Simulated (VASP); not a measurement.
# TiSi16 (a cell with a defect) in VASP: further runs

TiSi16 (a cell with a defect) is run at these levels: PBE; tasks: single point.

Program: VASP 6.6.1. These are calculated values, not measurements. Logs are shortened: lines on timing, memory, paths and dates and some standing lists are left out, and cuts for length are marked.

### 1 The cell of the first run

The cell holds a defect, 17 atoms: a = 7.679 Å, b = 7.679 Å, c = 7.679 Å, α = 60.00°, β = 60.00°, γ = 60.00°.

### 2 Single point, PBE

INCAR

```
SYSTEM = TiSi16
ALGO     = Normal         ! electronic algorithm
EDIFF    = 1E-7           ! SCF threshold, eV
ENCUT    = 520            ! plane-wave cutoff, eV
GGA      = PE             ! functional
ISIF     = 2              ! what is computed and relaxed
ISMEAR   = 0              ! smearing method
LASPH    = .True.         ! aspherical terms in the spheres
LCHARG   = .True.         ! write CHGCAR
LELF     = .True.         ! ELF
LREAL    = Auto         
LVHAR    = .True.       
LWAVE    = .False.        ! write WAVECAR
NBANDS   = 52             ! bands
NELM     = 80             ! most SCF steps
PREC     = Accurate       ! precision mode
SIGMA    = 0.02           ! smearing width, eV
```

KPOINTS

```
k-points
0
Gamma
  2 2 2
  0 0 0
```

POSCAR

```
TiSi16
1.0
    0.0000000000      5.4300000000      5.4300000000
    5.4300000000      0.0000000000      5.4300000000
    5.4300000000      5.4300000000      0.0000000000
Si Ti
16 1
Direct
   -0.0016265193      0.0152034991     -0.0121033149
    0.1181869245      0.1252473297      0.1311116022
   -0.0188171271      0.0067935543      0.5049668508
    0.1208188766      0.1480514733      0.6094302947
   -0.0009220994      0.4983467772     -0.0122570902
    0.1334802026      0.6325820442      0.1020569982
    0.0126467772      0.5116563536      0.4639360958
    0.1221513812      0.6214523020      0.6082694291
    0.4887869245     -0.0119558011      0.0346876611
    0.6257837017      0.1249956722      0.1312244015
    0.5073269797      0.0063860958      0.5053402394
    0.6129709945      0.1120951197      0.6626150092
    0.5160662063      0.4975778085     -0.0120995396
    0.6259930939      0.6174492634      0.1311470534
    0.5076668508      0.4803294659      0.5050178637
    0.6490195212      0.6199672192      0.6095127072
    0.2611137201      0.7601593923      0.7183383978
```

Potentials or basis: VASP PAW PBE potentials, release 64 (Si, Ti_sv).

Launch:

```bash
$ cat potpaw_PBE.64/Si/POTCAR potpaw_PBE.64/Ti_sv/POTCAR > POTCAR
$ mpirun -np 1 vasp_std > vasp.out
```

OUTCAR:

```text
SYSTEM = TiSi16
   EDIFF = 1E-7
   ENCUT = 520
   GGA = PE
   ISIF = 2
   ISMEAR = 0
   LASPH = .True.
   LREAL = Auto
   NELM = 80
   PREC = Accurate

 ion  position               nearest neighbor table
   1  0.998  0.015  0.988-  10 2.34   2 2.34   4 2.37   6 2.40  17 2.85
   2  0.118  0.125  0.131-   9 2.33   1 2.34   5 2.34   3 2.35
   3  0.981  0.007  0.505-  12 2.32   2 2.35   4 2.42   8 2.42  17 2.69
   4  0.121  0.148  0.609-   7 2.29   1 2.37   3 2.42  11 2.43  17 2.44
   5  0.999  0.498  0.988-  14 2.34   2 2.34   8 2.38   6 2.40  17 2.85
   6  0.133  0.633  0.102-   7 2.27  13 2.40   1 2.40   5 2.40  17 2.41
   7  0.013  0.512  0.464-   6 2.27   8 2.29   4 2.29  16 2.29
   8  0.122  0.621  0.608-   7 2.29   5 2.38   3 2.42  15 2.42  17 2.43
   9  0.489  0.988  0.035-  10 2.33  14 2.33   2 2.33  12 2.33
  10  0.626  0.125  0.131-   9 2.33  13 2.34   1 2.34  11 2.35
  11  0.507  0.006  0.505-  12 2.32  10 2.35  16 2.43   4 2.43  17 2.69
  12  0.613  0.112  0.663-   3 2.32  15 2.32  11 2.32   9 2.33
  13  0.516  0.498  0.988-  10 2.34  14 2.34  16 2.37   6 2.40  17 2.85
  14  0.626  0.617  0.131-   9 2.33  13 2.34   5 2.34  15 2.35
  15  0.508  0.480  0.505-  12 2.32  14 2.35  16 2.42   8 2.42  17 2.69
  16  0.649  0.620  0.610-   7 2.29  13 2.37  15 2.42  11 2.43  17 2.44
  17  0.261  0.760  0.718-   6 2.41   8 2.43   4 2.44  16 2.44  11 2.69  15 2.69   3 2.69   5 2.85
                            13 2.85   1 2.85

  LATTYP: Found a face centered cubic cell.
 ALAT       =    10.8600000000

  Lattice vectors:

 A1 = (   0.0000000000,   5.4300000000,   5.4300000000)
 A2 = (   5.4300000000,   0.0000000000,   5.4300000000)
 A3 = (   5.4300000000,   5.4300000000,   0.0000000000)

Analysis of symmetry for initial positions (statically):
=====================================================================
 Subroutine PRICEL returns:
 Original cell was already a primitive cell.

 Routine SETGRP: Setting up the symmetry group for a
 face centered cubic supercell.

 Subroutine GETGRP returns: Found  1 space group operations
 (whereof  1 operations were pure point group operations)
 out of a pool of 48 trial point group operations.

The static configuration has the point symmetry C_1 .

Analysis of symmetry for dynamics (positions and initial velocities):
=====================================================================
 Subroutine PRICEL returns:
 Original cell was already a primitive cell.

 Routine SETGRP: Setting up the symmetry group for a
 face centered cubic supercell.

 Subroutine GETGRP returns: Found  1 space group operations
[... 123 lines left out ...]
   ISYM   =      2    0-nonsym 1-usesym 2-fastsym
   POTIM  = 0.5000    time-step for ionic-motion
   TEBEG  =    0.0;   TEEND  =   0.0 temperature during run
   PSTRESS=    0.0 pullay stress
   NELECT =      76.0000    total number of electrons
   NUPDOWN=      -1.0000    fix difference up-down
   EMIN   =  10.00;   EMAX   =-10.00  energy-range for DOS
   EFERMI =   0.00;   METHOD = LEGACY
   ISMEAR =     0;   SIGMA  =   0.02  broadening in eV -4-tet -1-fermi 0-gaus
   EFERMI_NEDOS =   21; number of points for ismear=-14 and -15
   IALGO  =     38    algorithm
   IMIX   =      4    mixing-type and parameters
     AMIX     =   0.40;   BMIX     =  1.00
     AMIX_MAG =   1.60;   BMIX_MAG =  1.00
  volume/ion in A,a.u.               =      18.84       127.11
  Fermi-wavevector in a.u.,A,eV,Ry     =   1.013607  1.915439 13.978610  1.027399
  Thomas-Fermi vector in A             =   2.146786
   LORBIT       =      0    0 simple, 1 ext, 2 COOP (PROOUT), +10 PAW based schemes
   GGA     = PE    functional components
   LHFCALC =     F    Hartree Fock is set to
   AEXX    =    0.0000 exact exchange contribution
   IVDW    =     0    specifies the selected vdW correction
   LEPSILON=     F    determine dielectric tensor
   LRPA    =     F    only Hartree local field effects (RPA)
 non-spin polarized calculation
 Gauss-broadening in eV      SIGMA  =   0.02
  energy-cutoff  :      520.00
  volume of cell :      320.21
 maximum number of plane-waves:      8646
 NGX is ok and might be reduce to    60
   NGX = 29   NGY = 29   NGZ = 29

 number of electron      76.0000000 magnetization

 Free energy of the ion-electron system (eV)
  ---------------------------------------------------
  ext. energy  EPLUGINS =         0.00000000
  ---------------------------------------------------
  free energy    TOTEN  =       -92.05723393 eV

  energy without entropy =      -92.04942997  energy(sigma->0) =      -92.05333195

 E-fermi :   6.8920     XC(G=0):  -9.7592

 val. band max:        6.8835787486   @ k =   0.5000   0.5000   0.5000
 cond. band min:       6.8920583725   @ k =   0.0000   0.5000   0.0000
 fundamental gap:      0.0084796239
 Fermi energy:         6.8919683241

 k-point     1 :       0.0000    0.0000    0.0000
  band No.  band energies     occupation
      1     -49.8777      2.00000
      2     -26.2558      2.00000
      3     -26.2489      2.00000
      4     -26.2436      2.00000
      5      -5.7105      2.00000
      6      -3.5155      2.00000
[... 413 lines left out ...]
     49       9.8527      0.00000
     50      10.4935      0.00000
 [bands above 50 left out]

------------------------ aborting loop because EDIFF is reached ----------------------------------------

  FORCE on cell =-STRESS in cart. coord.  units (eV):
  Direction    XX          YY          ZZ          XY          YZ          ZX
  --------------------------------------------------------------------------------------
  -------------------------------------------------------------------------------------
  Total        7.4117712      7.4108952      7.4614289     -0.1207965      0.0987893      0.1099592
  in kB       37.0854116     37.0810282     37.3338777     -0.6044153      0.4943003      0.5501898
  external PRESSURE =      37.1667725 kB  Pullay stress =       0.0000000 kB

 VOLUME and BASIS-vectors are now :
 -----------------------------------------------------------------------------
  energy-cutoff  :      520.00
  volume of cell :      320.21
      direct lattice vectors                 reciprocal lattice vectors
     0.000000000  5.430000000  5.430000000    -0.092081031  0.092081031  0.092081031
     5.430000000  0.000000000  5.430000000     0.092081031 -0.092081031  0.092081031
     5.430000000  5.430000000  0.000000000     0.092081031  0.092081031 -0.092081031

 POSITION                                       TOTAL-FORCE (eV/Angst)
 -----------------------------------------------------------------------------------
      5.44683     10.78545      5.50372        -0.010514     -0.009765      0.003684
      1.39203      1.35369      1.32185        -0.058644     -0.017684      0.057999
      2.77886      8.06979      5.36471        -0.064641      0.021271      0.068275
      4.11313      3.96525      1.45997        -0.133287      0.002407     -0.014612
      8.06947     10.78844      8.13102        -0.004702     -0.007659      0.008453
      3.98909      1.27897      4.15972         0.131268      0.131610     -0.120874
[... 9 lines left out ...]
      6.67608      6.83383      6.89060         0.000738     -0.128228     -0.015540
      8.02824      5.31843      5.54551         0.365351      0.353417     -0.356872
 -----------------------------------------------------------------------------------
    total drift:                                0.003404     -0.004350     -0.004112

  FREE ENERGIE OF THE ION-ELECTRON SYSTEM (eV)
  ---------------------------------------------------
  free  energy   TOTEN  =       -92.0572339256 eV

  energy  without entropy=      -92.0494299661  energy(sigma->0) =      -92.05333195
```

It took 5.5 min on 1 thread of Intel Xeon Platinum 8488C (Sapphire Rapids), shared host; peak memory 0.5 GiB.

Results:

| Item | Value |
| --- | --- |
| Free energy | -92.0572 eV |
| Pressure | 3.7 GPa |
| Largest force | 0.621 eV/Å |
| Band gap on the k mesh | zero (bands 38 and 39 overlap by 0.34 eV) |

Forces on the atoms (eV/Å):
```
Si  -0.011 -0.010  0.004
Si  -0.059 -0.018  0.058
Si  -0.065  0.021  0.068
Si  -0.133  0.002 -0.015
Si  -0.005 -0.008  0.008
Si   0.131  0.132 -0.121
Si   0.084  0.085 -0.076
Si   0.005  0.006  0.144
Si  -0.098 -0.097  0.093
Si  -0.060 -0.059  0.010
Si  -0.063 -0.065 -0.018
Si  -0.086 -0.083  0.084
Si  -0.010 -0.009  0.007
Si  -0.020 -0.057  0.058
Si   0.021 -0.066  0.068
Si   0.001 -0.128 -0.016
Ti   0.365  0.353 -0.357
```

Caveat: the k points lie up to 0.50 Å⁻¹ apart.

### 3 Single point, PBE

INCAR

```
SYSTEM = TiSi16
  PREC = Accurate
  ENCUT = 520
  EDIFF = 1E-7
  ISMEAR = 0
  SIGMA = 0.02
  LREAL = Auto
  LASPH = .True.
  NELM = 60
  ALGO = Normal
  ISIF = 2
  LWAVE = .False.
  LCHARG = .True.
  GGA = PE
  LELF = .True.
  LVHAR = .True.
  NBANDS = 52
```

KPOINTS

```
regular mesh
0
Gamma
  2 2 2
  0 0 0
```

POSCAR

```
TiSi16
1.0
    0.0000000000      5.4300000000      5.4300000000
    5.4300000000      0.0000000000      5.4300000000
    5.4300000000      5.4300000000      0.0000000000
Si Ti
16 1
Direct
   -0.0004656538      0.0156080110     -0.0137894107
    0.1139304788      0.1253420810      0.1356428177
   -0.0271837937      0.0090808471      0.5085478821
    0.1144713628      0.1591487109      0.6124492634
   -0.0004008287      0.4989433702     -0.0142496317
    0.1424113260      0.6417288214      0.0743752302
    0.0184218232      0.5175028545      0.4456988029
    0.1141920810      0.6135928177      0.6122447514
    0.4844325967     -0.0162379374      0.0483375691
    0.6259772560      0.1253048803      0.1357960405
    0.5099372928      0.0090043278      0.5086995396
    0.6087672192      0.1079193370      0.6751066298
    0.5163358195      0.4988726519     -0.0138509208
    0.6260044199      0.6132639042      0.1356511971
    0.5099407919      0.4719546041      0.5085906998
    0.6600827808      0.6136986188      0.6125032228
    0.2846797422      0.7836928177      0.6469773481
```

Potentials or basis: VASP PAW PBE potentials, release 64 (Si, Ti_sv).

Launch:

```bash
$ cat potpaw_PBE.64/Si/POTCAR potpaw_PBE.64/Ti_sv/POTCAR > POTCAR
$ mpirun -np 1 vasp_std > vasp.out
```

OUTCAR:

```text
SYSTEM = TiSi16
   PREC = Accurate
   ENCUT = 520
   EDIFF = 1E-7
   ISMEAR = 0
   LREAL = Auto
   LASPH = .True.
   NELM = 60
   ISIF = 2
   GGA = PE

 ion  position               nearest neighbor table
   1  1.000  0.016  0.986-   4 2.35   2 2.35  10 2.35   6 2.36
   2  0.114  0.125  0.136-   9 2.34   3 2.34   1 2.35   5 2.35
   3  0.973  0.009  0.509-  12 2.30   2 2.34   8 2.49   4 2.49  17 2.53
   4  0.114  0.159  0.612-   7 2.27   1 2.35  17 2.43  11 2.49   3 2.49
   5  1.000  0.499  0.986-   8 2.35  14 2.35   2 2.35   6 2.36
   6  0.142  0.642  0.074-   7 2.33   1 2.36  13 2.36   5 2.36  17 2.68
   7  0.018  0.518  0.446-  16 2.27   4 2.27   8 2.27   6 2.33
[... 646 lines left out ...]
  Total        8.8006192      8.7835953      8.7806436     -1.2169116      1.1637343      1.1804696
  in kB       44.0346277     43.9494471     43.9346781     -6.0889181      5.8228411      5.9065777
  external PRESSURE =      43.9729176 kB  Pullay stress =       0.0000000 kB

 VOLUME and BASIS-vectors are now :
 -----------------------------------------------------------------------------
  energy-cutoff  :      520.00
  volume of cell :      320.21
      direct lattice vectors                 reciprocal lattice vectors
     0.000000000  5.430000000  5.430000000    -0.092081031  0.092081031  0.092081031
     5.430000000  0.000000000  5.430000000     0.092081031 -0.092081031  0.092081031
     5.430000000  5.430000000  0.000000000     0.092081031  0.092081031 -0.092081031

 POSITION                                       TOTAL-FORCE (eV/Angst)
 -----------------------------------------------------------------------------------
      5.43987     10.78259      5.51222        -0.048396     -0.077284      0.076799
      1.41715      1.35518      1.29925        -0.092809     -0.027483      0.092028
      2.81072      8.04381      5.33170        -0.098012      0.045504      0.098544
      4.18978      3.94718      1.48576        -0.062577     -0.097520      0.098013
      8.06189     10.78045      8.13709        -0.068866     -0.069414      0.046912
      3.88845      1.17715      4.25788         0.004484      0.002377     -0.009581
[... 9 lines left out ...]
      6.65828      6.91014      6.91663        -0.102621     -0.062578      0.098202
      7.76854      5.05890      5.80126         1.098865      1.093032     -1.083555
 -----------------------------------------------------------------------------------
    total drift:                               -0.008595     -0.018743      0.009333

  FREE ENERGIE OF THE ION-ELECTRON SYSTEM (eV)
  ---------------------------------------------------
  free  energy   TOTEN  =       -91.1629576203 eV

  energy  without entropy=      -91.1588256426  energy(sigma->0) =      -91.16089163
```

OSZICAR:

```text
N       E                     dE             d eps       ncg     rms          rms(c)
DAV:   1     0.339641585297E+03    0.33964E+03   -0.30850E+04   856   0.126E+03
DAV:   2    -0.556303204316E+02   -0.39527E+03   -0.37563E+03   952   0.246E+02
DAV:   3    -0.915944913206E+02   -0.35964E+02   -0.34832E+02  1212   0.666E+01
DAV:   4    -0.942650909530E+02   -0.26706E+01   -0.26250E+01  1280   0.157E+01
DAV:   5    -0.943385459620E+02   -0.73455E-01   -0.73378E-01  1072   0.244E+00    0.184E+01
DAV:   6    -0.943655911881E+02   -0.27045E-01   -0.21976E+01  1116   0.221E+01    0.180E+01
DAV:   7    -0.919407190102E+02    0.24249E+01   -0.31461E+01  1136   0.280E+01    0.969E+00
DAV:   8    -0.912326715552E+02    0.70805E+00   -0.19742E+00  1020   0.612E+00    0.256E+00
DAV:   9    -0.911627728618E+02    0.69899E-01   -0.40122E-01  1280   0.248E+00    0.714E-01
DAV:  10    -0.911615501076E+02    0.12228E-02   -0.35769E-02  1112   0.736E-01    0.464E-01
DAV:  11    -0.911631743819E+02   -0.16243E-02   -0.69234E-03  1000   0.365E-01    0.247E-01
DAV:  12    -0.911628948285E+02    0.27955E-03   -0.25633E-03  1072   0.244E-01    0.818E-02
DAV:  13    -0.911629352581E+02   -0.40430E-04   -0.33844E-04  1136   0.726E-02    0.401E-02
DAV:  14    -0.911629531965E+02   -0.17938E-04   -0.60252E-05  1008   0.322E-02    0.106E-02
DAV:  15    -0.911629576835E+02   -0.44871E-05   -0.85983E-06   928   0.114E-02    0.355E-03
DAV:  16    -0.911629575185E+02    0.16508E-06   -0.61257E-07  1048   0.340E-03    0.169E-03
DAV:  17    -0.911629576314E+02   -0.11294E-06   -0.19427E-07   736   0.165E-03    0.637E-04
DAV:  18    -0.911629576203E+02    0.11120E-07   -0.31094E-08   520   0.779E-04
   1 F= -.91162958E+02 E0= -.91160892E+02  d E =-.413198E-02
```

stdout:

```text
POSCAR found type information on POSCAR SiTi
 POSCAR found :  2 types and      17 ions
 scaLAPACK will be used
 LDA part: xc-table for (Slater+PW92), standard interpolation
 POSCAR, INCAR and KPOINTS ok, starting setup
 FFT: planning ... GRIDC
 FFT: planning ... GRID_SOFT
 FFT: planning ... GRID
 WAVECAR not read
 entering main loop
```

Wall time 5.6 min (1 thread of Intel Xeon Platinum 8488C (Sapphire Rapids), shared host); peak memory 0.5 GiB.

What came out:

- Free energy: -91.1630 eV
- Pressure: 4.4 GPa
- Largest force: 1.891 eV/Å
- Band gap on the k mesh: zero (bands 38 and 39 overlap by 0.33 eV)

Forces in eV/Å, atoms in the order of the input:
```
Si  -0.048 -0.077  0.077
Si  -0.093 -0.027  0.092
Si  -0.098  0.046  0.099
Si  -0.063 -0.098  0.098
Si  -0.069 -0.069  0.047
Si   0.004  0.002 -0.010
Si  -0.063 -0.061  0.060
Si  -0.107 -0.104  0.066
Si  -0.132 -0.130  0.133
Si  -0.093 -0.094  0.029
Si  -0.095 -0.097 -0.050
Si  -0.082 -0.084  0.081
Si  -0.075 -0.047  0.074
Si  -0.028 -0.091  0.092
Si   0.045 -0.098  0.098
Si  -0.103 -0.063  0.098
Ti   1.099  1.093 -1.084
```

Caveat: the k points lie up to 0.50 Å⁻¹ apart.

(Part 1 of 2 ends here.)
